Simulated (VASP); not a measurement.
# GaS5 (P4mm) in VASP: single point with PBE

Aim: the single point of GaS5 with PBE.

Program: VASP 6.6.1. These are calculated values, not measurements. Logs are shortened: lines on timing, memory, paths and dates and some standing lists are left out, and cuts for length are marked.

**1. The cell of the first run**

The structure is tetragonal, space group P4mm (No. 99). The conventional cell has a = 5.897 Å, b = 5.897 Å, c = 6.819 Å, α = 90.00°, β = 90.00°, γ = 90.00°. Within 2.8 Å of Ga (site symmetry 4mm) lie 5 S at 2.10 to 2.64 Å. Within 2.8 Å of S (site symmetry m) lie 3 S at 1.98 to 2.77 Å and 1 Ga at 2.64 Å. Within 2.8 Å of S (site symmetry 4mm) lie 1 Ga at 2.10 Å.

**2. Single point, PBE**

Input file POSCAR:

```
GaS5
1.0
    5.8967263635      0.0000000000      0.0000000000
    0.0000000000      5.8967263635      0.0000000000
    0.0000000000      0.0000000000      6.8186905815
Ga S
1 5
Direct
    0.5000000000      0.5000000000      0.2870775083
    0.1681578583      0.5000000000      0.5462870731
    0.8318421417      0.5000000000      0.5462870731
    0.5000000000      0.1681578583      0.5462870731
    0.5000000000      0.8318421417      0.5462870731
    0.5000000000      0.5000000000      0.9794802094
```

Input file INCAR.step1:

```
PREC = Accurate
ENCUT = 520
EDIFF = 1E-6
ISMEAR = 0
SIGMA = 0.1
LREAL = F
LASPH = T
NELM = 100
ALGO = Normal
ISIF = 2
LWAVE = F
LCHARG = T
GGA = PE
NBANDS = 30
```

Input file KPOINTS.step1:

```
regular mesh
0
Gamma
  6 6 6
```

Input file INCAR.step2:

```
PREC = Accurate
ENCUT = 520
EDIFF = 1E-6
ISMEAR = -5
SIGMA = 0.1
LREAL = F
LASPH = T
NELM = 100
ALGO = Normal
ISIF = 2
LWAVE = F
LCHARG = F
GGA = PE
LORBIT = 10
NEDOS = 2001
ICHARG = 11
```

Input file KPOINTS.step2:

```
regular mesh
0
Gamma
  9 9 9
```

Potentials or basis: VASP PAW PBE potentials, release 64 (Ga_d, S).

Command:

```
$ cat potpaw_PBE.64/Ga_d/POTCAR potpaw_PBE.64/S/POTCAR > POTCAR
$ cp INCAR.step1 INCAR
$ cp KPOINTS.step1 KPOINTS
$ mpirun -np 1 vasp_std > vasp.out
$ cp INCAR.step2 INCAR
$ cp KPOINTS.step2 KPOINTS
$ mpirun -np 1 vasp_std > vasp.out
```

OUTCAR:

```text
PREC = Accurate
   ENCUT = 520
   EDIFF = 1E-6
   ISMEAR = -5
   LREAL = F
   LASPH = T
   NELM = 100
   ISIF = 2
   GGA = PE
   LORBIT = 10
   ICHARG = 11

 ion  position               nearest neighbor table
   1  0.500  0.500  0.287-   6 2.10   3 2.64   4 2.64   5 2.64   2 2.64
   2  0.168  0.500  0.546-   3 1.98   1 2.64   4 2.77   5 2.77
   3  0.832  0.500  0.546-   2 1.98   1 2.64   4 2.77   5 2.77
   4  0.500  0.168  0.546-   5 1.98   1 2.64   3 2.77   2 2.77
   5  0.500  0.832  0.546-   4 1.98   1 2.64   3 2.77   2 2.77
   6  0.500  0.500  0.979-   1 2.10

  LATTYP: Found a simple tetragonal cell.
 ALAT       =     5.8967263635
 C/A-ratio  =     1.1563518741

  Lattice vectors:

 A1 = (   5.8967263635,   0.0000000000,   0.0000000000)
 A2 = (   0.0000000000,   5.8967263635,   0.0000000000)
 A3 = (   0.0000000000,   0.0000000000,   6.8186905815)

Analysis of symmetry for initial positions (statically):
=====================================================================
 Subroutine PRICEL returns:
 Original cell was already a primitive cell.

 Routine SETGRP: Setting up the symmetry group for a
 simple tetragonal supercell.

 Subroutine GETGRP returns: Found  8 space group operations
 (whereof  8 operations were pure point group operations)
 out of a pool of 16 trial point group operations.

The static configuration has the point symmetry C_4v.

Analysis of symmetry for dynamics (positions and initial velocities):
=====================================================================
 Subroutine PRICEL returns:
 Original cell was already a primitive cell.

 Routine SETGRP: Setting up the symmetry group for a
 simple tetragonal supercell.

 Subroutine GETGRP returns: Found  8 space group operations
 (whereof  8 operations were pure point group operations)
 out of a pool of 16 trial point group operations.

The dynamic configuration has the point symmetry C_4v.

 Subroutine INISYM returns: Found  8 space group operations
 (whereof  8 operations are pure point group operations),
 and found     1 'primitive' translations

----------------------------------------------------------------------------------------

                                     Primitive cell

  volume of cell :     237.0953

  direct lattice vectors                    reciprocal lattice vectors
     5.896726364  0.000000000  0.000000000     0.169585621  0.000000000  0.000000000
     0.000000000  5.896726364  0.000000000     0.000000000  0.169585621  0.000000000
     0.000000000  0.000000000  6.818690582     0.000000000  0.000000000  0.146655723

  length of vectors
     5.896726364  5.896726364  6.818690582     0.169585621  0.169585621  0.146655723

  position of ions in fractional coordinates (direct lattice)
     0.500000000  0.500000000  0.287077508
     0.168157858  0.500000000  0.546287073
     0.831842142  0.500000000  0.546287073
     0.500000000  0.168157858  0.546287073
     0.500000000  0.831842142  0.546287073
     0.500000000  0.500000000  0.979480209

  ion indices of the primitive-cell ions
   primitive index   ion index
                 1           1
                 2           2
                 3           3
                 4           4
                 5           5
                 6           6

----------------------------------------------------------------------------------------

 KPOINTS: regular mesh

Automatic generation of k-mesh.
 Grid dimensions read from file:
 generate k-points for:    9    9    9

 Generating k-lattice:

  Cartesian coordinates                     Fractional coordinates (reciprocal lattice)
     0.018842847  0.000000000  0.000000000     0.111111111  0.000000000  0.000000000
     0.000000000  0.018842847  0.000000000     0.000000000  0.111111111  0.000000000
     0.000000000  0.000000000  0.016295080     0.000000000  0.000000000  0.111111111

  Length of vectors
     0.018842847  0.018842847  0.016295080

  Shift w.r.t. Gamma in fractional coordinates (k-lattice)
     0.000000000  0.000000000  0.000000000

 TETIRR: Found   1075 inequivalent tetrahedra from     4374

 Subroutine IBZKPT returns following result:
 ===========================================

 Found     75 irreducible k-points:

 Following reciprocal coordinates:
            Coordinates               Weight
  0.000000  0.000000  0.000000      1.000000
  0.111111  0.000000  0.000000      4.000000
  0.222222  0.000000  0.000000      4.000000
  0.333333  0.000000  0.000000      4.000000
  0.444444  0.000000  0.000000      4.000000
  0.111111  0.111111  0.000000      4.000000
[... 16 lines left out ...]
  0.333333  0.111111  0.111111     16.000000
  0.444444  0.111111  0.111111     16.000000
 [... further k-points ...]
   k-points           NKPTS =     75   k-points in BZ     NKDIM =     75   number of bands    NBANDS=     25
   number of dos      NEDOS =   2001   number of ions     NIONS =      6
   total plane-waves  NPLWV = 124416
   dimension x,y,z NGX =    48 NGY =   48 NGZ =   54
   dimension x,y,z NGXF=    96 NGYF=   96 NGZF=  108
   ions per type =               1   5
   NGX,Y,Z   is equivalent  to a cutoff of  13.53, 13.53, 13.17 a.u.
   NGXF,Y,Z  is equivalent  to a cutoff of  27.07, 27.07, 26.33 a.u.
 SYSTEM =  unknown system
   PREC   = accura    normal or accurate (medium, high low for compatibility)
   ISTART =      0    job   : 0-new  1-cont  2-samecut
   ICHARG =     11    charge: 1-file 2-atom 10-const
   ISPIN  =      1    spin polarized calculation?
   LNONCOLLINEAR =      F non collinear calculations
   LSORBIT =      F    spin-orbit coupling
   LASPH  =      T    aspherical Exc in radial PAW
   ENCUT  =  520.0 eV  38.22 Ry    6.18 a.u.  10.96 10.96 12.68*2*pi/ulx,y,z
   NELM   =    100;   NELMIN=  2; NELMDL=  0     # of ELM steps
   EDIFF  = 0.1E-05   stopping-criterion for ELM
   LREAL  =      F    real-space projection
   EDIFFG = 0.1E-04   stopping-criterion for IOM
   NSW    =      0    number of steps for IOM
   IBRION =     -1    ionic relax: 0-MD 1-quasi-New 2-CG
   NFREE  =      0    steps in history (QN), initial steepest desc. (CG)
   ISIF   =      2    stress and relaxation
   ISYM   =      2    0-nonsym 1-usesym 2-fastsym
   POTIM  = 0.5000    time-step for ionic-motion
   TEBEG  =    0.0;   TEEND  =   0.0 temperature during run
   PSTRESS=    0.0 pullay stress
   NELECT =      43.0000    total number of electrons
   NUPDOWN=      -1.0000    fix difference up-down
   EMIN   =  10.00;   EMAX   =-10.00  energy-range for DOS
   EFERMI =   0.00;   METHOD = LEGACY
   ISMEAR =    -5;   SIGMA  =   0.10  broadening in eV -4-tet -1-fermi 0-gaus
   EFERMI_NEDOS =   21; number of points for ismear=-14 and -15
   IALGO  =     38    algorithm
   IMIX   =      4    mixing-type and parameters
     AMIX     =   0.40;   BMIX     =  1.00
     AMIX_MAG =   1.60;   BMIX_MAG =  1.00
  volume/ion in A,a.u.               =      39.52       266.67
  Fermi-wavevector in a.u.,A,eV,Ry     =   0.926666  1.751145 11.683463  0.858710
  Thomas-Fermi vector in A             =   2.052653
   LORBIT       =     10    0 simple, 1 ext, 2 COOP (PROOUT), +10 PAW based schemes
   GGA     = PE    functional components
   LHFCALC =     F    Hartree Fock is set to
   AEXX    =    0.0000 exact exchange contribution
   IVDW    =     0    specifies the selected vdW correction
   LEPSILON=     F    determine dielectric tensor
   LRPA    =     F    only Hartree local field effects (RPA)
 non-spin polarized calculation
 Fermi weights with tetrahedron method with Bloechl corrections
  energy-cutoff  :      520.00
  volume of cell :      237.10
 maximum number of plane-waves:      6408
 NGX is ok and might be reduce to    48

 number of electron      42.9999994 magnetization

 Free energy of the ion-electron system (eV)
  ---------------------------------------------------
  ext. energy  EPLUGINS =         0.00000000
  ---------------------------------------------------
  free energy    TOTEN  =       -21.46213333 eV

  energy without entropy =      -21.46213333  energy(sigma->0) =      -21.46213333

 E-fermi :  -0.6220     XC(G=0):  -6.2546

 val. band max:       -0.6110570281   @ k =   0.3333   0.3333   0.0000
 cond. band min:      -0.6166483845   @ k =   0.3333   0.1111   0.3333
 fundamental gap:     -0.0055913564
 Fermi energy:        -0.6219768215

 k-point     1 :       0.0000    0.0000    0.0000
  band No.  band energies     occupation
      1     -16.4938      2.00000
      2     -15.5841      2.00000
      3     -15.4569      2.00000
      4     -15.2579      2.00000
      5     -15.2579      2.00000
      6     -15.2192      2.00000
[... 17 lines left out ...]
     24       1.6935      0.00000
     25       2.7939      0.00000

 k-point     2 :       0.1111    0.0000    0.0000
  band No.  band energies     occupation
      1     -16.4698      2.00000
      2     -15.6145      2.00000
      3     -15.4576      2.00000
      4     -15.2579      2.00000
      5     -15.2537      2.00000
      6     -15.2192      2.00000
[... 17 lines left out ...]
     24       1.4916      0.00000
     25       2.6544      0.00000

 k-point     3 :       0.2222    0.0000    0.0000
  band No.  band energies     occupation
      1     -16.3998      2.00000
      2     -15.6996      2.00000
      3     -15.4584      2.00000
      4     -15.2579      2.00000
      5     -15.2445      2.00000
      6     -15.2192      2.00000
[... 552 lines left out ...]
 k-point    23 :       0.3333    0.1111    0.1111
  band No.  band energies     occupation
      1     -16.2724      2.00000
      2     -15.8329      2.00000
      3     -15.4613      2.00000
      4     -15.2537      2.00000
      5     -15.2340      2.00000
      6     -15.2193      2.00000
[... 17 lines left out ...]
     24       0.7258      0.00000
     25       2.5065      0.00000

 k-point    24 :       0.4444    0.1111    0.1111
  band No.  band energies     occupation
      1     -16.1497      2.00000
      2     -15.9617      2.00000
      3     -15.4617      2.00000
      4     -15.2537      2.00000
      5     -15.2282      2.00000
      6     -15.2193      2.00000
[... 17 lines left out ...]
     24       0.7386      0.00000
     25       2.6672      0.00000

 [... further k-points ...]

------------------------ aborting loop because EDIFF is reached ----------------------------------------

  FORCE on cell =-STRESS in cart. coord.  units (eV):
  Direction    XX          YY          ZZ          XY          YZ          ZX
  --------------------------------------------------------------------------------------
  -------------------------------------------------------------------------------------
  Total       -0.5797897     -0.5797897      0.1717350      0.0000000      0.0000000      0.0000000
  in kB       -3.9179436     -3.9179436      1.1605037      0.0000000      0.0000000      0.0000000
  external PRESSURE =      -2.2251278 kB  Pullay stress =       0.0000000 kB

 VOLUME and BASIS-vectors are now :
 -----------------------------------------------------------------------------
  energy-cutoff  :      520.00
  volume of cell :      237.10
      direct lattice vectors                 reciprocal lattice vectors
     5.896726364  0.000000000  0.000000000     0.169585621  0.000000000  0.000000000
     0.000000000  5.896726364  0.000000000     0.000000000  0.169585621  0.000000000
     0.000000000  0.000000000  6.818690582     0.000000000  0.000000000  0.146655723

 POSITION                                       TOTAL-FORCE (eV/Angst)
 -----------------------------------------------------------------------------------
      2.94836      2.94836      1.95749         0.000000     -0.000000     -0.041837
      0.99158      2.94836      3.72496        -0.228595     -0.000000      0.004432
      4.90515      2.94836      3.72496         0.228595     -0.000000      0.004432
      2.94836      0.99158      3.72496         0.000000     -0.228595      0.004432
      2.94836      4.90515      3.72496         0.000000      0.228595      0.004432
      2.94836      2.94836      6.67877         0.000000     -0.000000      0.024110
 -----------------------------------------------------------------------------------
    total drift:                                0.000000     -0.000000      0.005892

  FREE ENERGIE OF THE ION-ELECTRON SYSTEM (eV)
  ---------------------------------------------------
  free  energy   TOTEN  =       -21.4621333324 eV

  energy  without entropy=      -21.4621333324  energy(sigma->0) =      -21.46213333

 total charge

# of ion       s       p       d       tot
------------------------------------------
    1        0.913   0.636  10.012  11.561
    2        1.396   2.206   0.000   3.602
    3        1.396   2.206   0.000   3.602
    4        1.396   2.206   0.000   3.602
    5        1.396   2.206   0.000   3.602
    6        1.367   2.275   0.000   3.643
--------------------------------------------------
tot          7.866  11.733  10.012  29.611
```

Wall time 11 min (1 thread of AMD EPYC 7R13 (Zen 3), shared host); peak memory 0.55 GiB.

What came out:

- Valence electrons inside the program's atomic spheres: Ga 11.56; S 3.60, 3.64 (each value once)

Caveat: this functional lacks dispersion, which binds layers or chains, so the pressure and a relaxed spacing across them are unreliable; an odd number of electrons without spin polarisation forces a metal; a magnetic or distorted state may lie lower.
